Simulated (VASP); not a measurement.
# Cd4SeS3 (I-42m) in VASP: notebook

Cd4SeS3 is run at these levels: PBE; tasks: single point, relaxation of cell and atoms.

Program: VASP 6.6.1. These are calculated values, not measurements. Logs are shortened: lines on timing, memory, paths and dates and some standing lists are left out, and cuts for length are marked.

## (1) The cell of the first run

It takes space group I-42m (No. 121, tetragonal). The conventional cell has a = 5.997 Å, b = 5.997 Å, c = 11.985 Å, α = 90.00°, β = 90.00°, γ = 90.00°. Within 3.4 Å of Cd (site symmetry m) lie 3 S at 2.57 to 2.58 Å and 1 Se at 2.67 Å. Se (site symmetry -42m) has 4 Cd at 2.67 Å within 3.5 Å. Within 3.4 Å of S (site symmetry -4) lie 4 Cd at 2.58 Å. Within 3.4 Å of S (site symmetry -42m) lie 4 Cd at 2.57 Å.

## (2) Single point, PBE

Contents of INCAR:

```
SYSTEM = Cd4SeS3
PREC = Accurate
ENCUT = 520
EDIFF = 1E-7
ISMEAR = 0
SIGMA = 0.15
LREAL = .False.
LASPH = .True.
NELM = 60
ALGO = Normal
ISIF = 2
LWAVE = .False.
LCHARG = .True.
GGA = PE
LELF = .True.
LVHAR = .True.
NBANDS = 46
```

Contents of KPOINTS:

```
regular mesh
0
Gamma
  3 3 3
  0 0 0
```

Contents of POSCAR:

```
Cd4SeS3
1.0
   -2.9984969493      2.9984969493      5.9925988917
    2.9984969493     -2.9984969493      5.9925988917
    2.9984969493      2.9984969493     -5.9925988917
Cd Se S
4 1 3
Direct
    0.6144274313      0.6144274313      0.4851042993
    0.1293231320      0.1293231320      0.5148957007
    0.3855725687      0.8706768680      0.0000000000
    0.8706768680      0.3855725687      0.0000000000
    0.0000000000      0.0000000000      0.0000000000
    0.2500000000      0.7500000000      0.5000000000
    0.7500000000      0.2500000000      0.5000000000
    0.5000000000      0.5000000000      0.0000000000
```

Potentials or basis: VASP PAW PBE potentials, release 64 (Cd, Se, S).

Started as:

```bash
> cat potpaw_PBE.64/Cd/POTCAR potpaw_PBE.64/Se/POTCAR potpaw_PBE.64/S/POTCAR > POTCAR
> mpirun -np 1 vasp_std > vasp.out
```

OUTCAR:

```text
SYSTEM = Cd4SeS3
   PREC = Accurate
   ENCUT = 520
   EDIFF = 1E-7
   ISMEAR = 0
   LREAL = .False.
   LASPH = .True.
   NELM = 60
   ISIF = 2
   GGA = PE

 ion  position               nearest neighbor table
   1  0.614  0.614  0.485-   8 2.57   7 2.58   6 2.58   5 2.67
   2  0.129  0.129  0.515-   8 2.57   7 2.58   6 2.58   5 2.67
   3  0.386  0.871  0.000-   8 2.57   7 2.58   6 2.58   5 2.67
   4  0.871  0.386  0.000-   8 2.57   6 2.58   7 2.58   5 2.67
   5  0.000  0.000  0.000-   2 2.67   3 2.67   4 2.67   1 2.67
   6  0.250  0.750  0.500-   1 2.58   2 2.58   3 2.58   4 2.58
   7  0.750  0.250  0.500-   1 2.58   2 2.58   4 2.58   3 2.58
   8  0.500  0.500  0.000-   2 2.57   1 2.57   3 2.57   4 2.57

  LATTYP: Found a body centered tetragonal cell.
 ALAT       =     5.9969938986
 C/A-ratio  =     1.9985342633

  Lattice vectors:

 A1 = (  -2.9984969493,   2.9984969493,   5.9925988917)
 A2 = (   2.9984969493,  -2.9984969493,   5.9925988917)
 A3 = (   2.9984969493,   2.9984969493,  -5.9925988917)

Analysis of symmetry for initial positions (statically):
=====================================================================
 Subroutine PRICEL returns:
 Original cell was already a primitive cell.

 Routine SETGRP: Setting up the symmetry group for a
 body centered tetragonal supercell.

 Subroutine GETGRP returns: Found  8 space group operations
 (whereof  8 operations were pure point group operations)
 out of a pool of 16 trial point group operations.

The static configuration has the point symmetry D_2d.

Analysis of symmetry for dynamics (positions and initial velocities):
=====================================================================
 Subroutine PRICEL returns:
 Original cell was already a primitive cell.

 Routine SETGRP: Setting up the symmetry group for a
 body centered tetragonal supercell.

 Subroutine GETGRP returns: Found  8 space group operations
 (whereof  8 operations were pure point group operations)
 out of a pool of 16 trial point group operations.

The dynamic configuration has the point symmetry D_2d.

 Subroutine INISYM returns: Found  8 space group operations
 (whereof  8 operations are pure point group operations),
 and found     1 'primitive' translations

----------------------------------------------------------------------------------------

[... 89 lines left out ...]
   IBRION =     -1    ionic relax: 0-MD 1-quasi-New 2-CG
   NFREE  =      0    steps in history (QN), initial steepest desc. (CG)
   ISIF   =      2    stress and relaxation
   ISYM   =      2    0-nonsym 1-usesym 2-fastsym
   POTIM  = 0.5000    time-step for ionic-motion
   TEBEG  =    0.0;   TEEND  =   0.0 temperature during run
   PSTRESS=    0.0 pullay stress
   NELECT =      72.0000    total number of electrons
   NUPDOWN=      -1.0000    fix difference up-down
   EMIN   =  10.00;   EMAX   =-10.00  energy-range for DOS
   EFERMI =   0.00;   METHOD = LEGACY
   ISMEAR =     0;   SIGMA  =   0.15  broadening in eV -4-tet -1-fermi 0-gaus
   EFERMI_NEDOS =   21; number of points for ismear=-14 and -15
   IALGO  =     38    algorithm
   IMIX   =      4    mixing-type and parameters
     AMIX     =   0.40;   BMIX     =  1.00
     AMIX_MAG =   1.60;   BMIX_MAG =  1.00
  volume/ion in A,a.u.               =      26.94       181.80
  Fermi-wavevector in a.u.,A,eV,Ry     =   1.135947  2.146629 17.556635  1.290376
  Thomas-Fermi vector in A             =   2.272652
   LORBIT       =      0    0 simple, 1 ext, 2 COOP (PROOUT), +10 PAW based schemes
   GGA     = PE    functional components
   LHFCALC =     F    Hartree Fock is set to
   AEXX    =    0.0000 exact exchange contribution
   IVDW    =     0    specifies the selected vdW correction
   LEPSILON=     F    determine dielectric tensor
   LRPA    =     F    only Hartree local field effects (RPA)
 non-spin polarized calculation
 Gauss-broadening in eV      SIGMA  =   0.15
  energy-cutoff  :      520.00
  volume of cell :      215.52
 maximum number of plane-waves:      5829
 NGX is ok and might be reduce to    54
   NGX = 27   NGY = 27   NGZ = 27

 number of electron      71.9999996 magnetization

 Free energy of the ion-electron system (eV)
  ---------------------------------------------------
  ext. energy  EPLUGINS =         0.00000000
  ---------------------------------------------------
  free energy    TOTEN  =       -23.89910017 eV

  energy without entropy =      -23.89909822  energy(sigma->0) =      -23.89909919

 E-fermi :   1.2696     XC(G=0):  -8.8504

 val. band max:        0.8168237662   @ k =   0.0000   0.0000   0.0000
 cond. band min:       1.6966262595   @ k =   0.0000   0.0000   0.0000
 fundamental gap:      0.8798024933
 Fermi energy:         1.2695909340

 k-point     1 :       0.0000    0.0000    0.0000
  band No.  band energies     occupation
      1     -11.3270      2.00000
      2     -10.8575      2.00000
      3     -10.8425      2.00000
      4     -10.8352      2.00000
      5      -6.8156      2.00000
      6      -6.8153      2.00000
[... 283 lines left out ...]
     45       7.9308      0.00000
     46       7.9308      0.00000

------------------------ aborting loop because EDIFF is reached ----------------------------------------

  FORCE on cell =-STRESS in cart. coord.  units (eV):
  Direction    XX          YY          ZZ          XY          YZ          ZX
  --------------------------------------------------------------------------------------
  -------------------------------------------------------------------------------------
  Total        0.2815675      0.2815675      0.2731305      0.0000000      0.0000000      0.0000000
  in kB        2.0931996      2.0931996      2.0304780      0.0000000      0.0000000      0.0000000
  external PRESSURE =       2.0722924 kB  Pullay stress =       0.0000000 kB

 VOLUME and BASIS-vectors are now :
 -----------------------------------------------------------------------------
  energy-cutoff  :      520.00
  volume of cell :      215.52
      direct lattice vectors                 reciprocal lattice vectors
    -2.998496949  2.998496949  5.992598892     0.000000000  0.166750211  0.083436253
     2.998496949 -2.998496949  5.992598892     0.166750211  0.000000000  0.083436253
     2.998496949  2.998496949 -5.992598892     0.166750211  0.166750211  0.000000000

 POSITION                                       TOTAL-FORCE (eV/Angst)
 -----------------------------------------------------------------------------------
      1.45458      1.45458      4.45700         0.008122      0.008122      0.011827
      1.54391      1.54391     -1.53560        -0.008122     -0.008122      0.011827
      1.45458     -1.45458      7.52820         0.008122     -0.008122     -0.011827
     -1.45458      1.45458      7.52820        -0.008122      0.008122     -0.011827
      0.00000      0.00000      0.00000        -0.000000      0.000000     -0.000000
      2.99850     -0.00000      2.99630         0.000000      0.000000     -0.000000
     -0.00000      2.99850      2.99630         0.000000      0.000000     -0.000000
      0.00000      0.00000      5.99260         0.000000      0.000000     -0.000000
 -----------------------------------------------------------------------------------
    total drift:                               -0.000009     -0.000009     -0.000008

  FREE ENERGIE OF THE ION-ELECTRON SYSTEM (eV)
  ---------------------------------------------------
  free  energy   TOTEN  =       -23.8991001676 eV

  energy  without entropy=      -23.8990982205  energy(sigma->0) =      -23.89909919
```

Wall time 61 s (1 thread of Intel Xeon 6975P-C (Granite Rapids), shared host); peak memory 0.43 GiB.

Results:

- Free energy: -23.8991 eV
- Pressure: 0.2 GPa
- Largest force: 0.016 eV/Å
- Band gap on the k mesh: 0.88 eV, direct

Forces on the atoms (eV/Å):
```
Cd   0.008  0.008  0.012
Cd  -0.008 -0.008  0.012
Cd   0.008 -0.008 -0.012
Cd  -0.008  0.008 -0.012
Se   0.000  0.000  0.000
S    0.000  0.000  0.000
S    0.000  0.000  0.000
S    0.000  0.000  0.000
```

Levels at points of the mesh, in eV from the valence-band top:
```tsv
k point	band 33	band 34	band 35	band 36	band 37	band 38	band 39	band 40
(0.00, 0.00, 0.00)	-1.69	0.00	0.00	0.00	0.88	3.51	4.10	5.09
```

Caveat: the k points lie up to 0.49 Å⁻¹ apart.

## (3) Relaxation of cell and atoms, PBE

This run uses another cell than the first one, of 25.41 Å³/atom, 0.943 times its volume.

Contents of INCAR:

```
SYSTEM = Cd4SeS3
PREC = Accurate
ENCUT = 600
EDIFF = 1E-6
ISMEAR = 0
SIGMA = 0.15
LREAL = .FALSE.
LASPH = .TRUE.
NELM = 60
ALGO = Normal
ISIF = 3
LWAVE = .FALSE.
LCHARG = .FALSE.
GGA = PE
IBRION = 2
NSW = 36
EDIFFG = -0.08
```

Contents of KPOINTS:

```
Automatic mesh
0
G
  3 3 3
  0 0 0
```

Contents of POSCAR:

```
Cd4SeS3
1.0
   -2.9400000000      2.9400000000      5.8800000000
    2.9400000000     -2.9400000000      5.8800000000
    2.9400000000      2.9400000000     -5.8800000000
Cd Se S
4 1 3
Direct
    0.6250000000      0.6250000000      0.5000000000
    0.1250000000      0.1250000000      0.5000000000
    0.3750000000      0.8750000000      0.0000000000
    0.8750000000      0.3750000000      0.0000000000
    0.0000000000      0.0000000000      0.0000000000
    0.2500000000      0.7500000000      0.5000000000
    0.7500000000      0.2500000000      0.5000000000
    0.5000000000      0.5000000000      0.0000000000
```

Potentials or basis: VASP PAW PBE potentials, release 64 (Cd, Se, S).

Started as:

```bash
> cat potpaw_PBE.64/Cd/POTCAR potpaw_PBE.64/Se/POTCAR potpaw_PBE.64/S/POTCAR > POTCAR
> mpirun -np 1 vasp_std > vasp.out
```

Wall time 3.1 min (1 thread of Intel Xeon 6975P-C (Granite Rapids), shared host); peak memory 0.55 GiB.

Results (log left out):

* Free energy: -23.8947 eV
* Relaxed volume: 26.96 Å³/atom
* Relaxed cell: a = 7.345 Å, b = 7.345 Å, c = 7.345 Å, α = 131.80°, β = 131.80°, γ = 70.54°
* Space group after relaxing (to 0.05 Å): I-42m (No. 121)
* Energy gained by relaxing: 28.5 meV/atom
* Ionic steps: 5
* Pressure after relaxing: 0.1 GPa
* Largest force after relaxing: 0.027 eV/Å
* Band gap on the k mesh: 0.88 eV, direct

Forces on the atoms (eV/Å):
```
Cd  -0.009 -0.009  0.024
Cd   0.009  0.009  0.024
Cd  -0.009  0.009 -0.024
Cd   0.009 -0.009 -0.024
Se   0.000  0.000  0.000
S    0.000  0.000  0.000
S    0.000  0.000  0.000
S    0.000  0.000  0.000
```

Step by step:
```
step  energy change (eV)  largest force (eV/Å)  pressure (GPa)  volume (Å³)
   1              0.0000                0.6438            3.82       203.30
   2             -0.1871                0.2679           -1.14       221.67
   3             -0.1969                0.3269           -0.35       218.06
   4             -0.2160                0.2030           -0.18       217.20
   5             -0.2277                0.0269            0.13       215.72
```

Final structure:
```cif
data_structure
_symmetry_space_group_name_H-M 'P 1'
_symmetry_Int_Tables_number 1
_cell_length_a 7.3446
_cell_length_b 7.3446
_cell_length_c 7.3446
_cell_angle_alpha 131.802
_cell_angle_beta 131.802
_cell_angle_gamma 70.543
_cell_volume 215.72
loop_
_atom_site_label
_atom_site_type_symbol
_atom_site_fract_x
_atom_site_fract_y
_atom_site_fract_z
_atom_site_occupancy
Cd1 Cd 0.61473 0.61473 0.48593 1
Cd2 Cd 0.12880 0.12880 0.51407 1
Cd3 Cd 0.38527 0.87120 0.00000 1
Cd4 Cd 0.87120 0.38527 0.00000 1
Se1 Se 0.00000 0.00000 0.00000 1
S1 S 0.25000 0.75000 0.50000 1
S2 S 0.75000 0.25000 0.50000 1
S3 S 0.50000 0.50000 0.00000 1
```

Levels at points of the mesh, in eV from the valence-band top:
```
           k point  band 33  band 34  band 35  band 36  band 37  band 38  band 39  band 40
(0.00, 0.00, 0.00)    -1.69     0.00     0.00     0.00     0.88     3.52     4.10     5.09
```

Caveat: the k points lie up to 0.49 Å⁻¹ apart in the final cell; the relaxation stopped at a loose force limit of 0.08 eV/Å, so its end isn't a converged minimum.
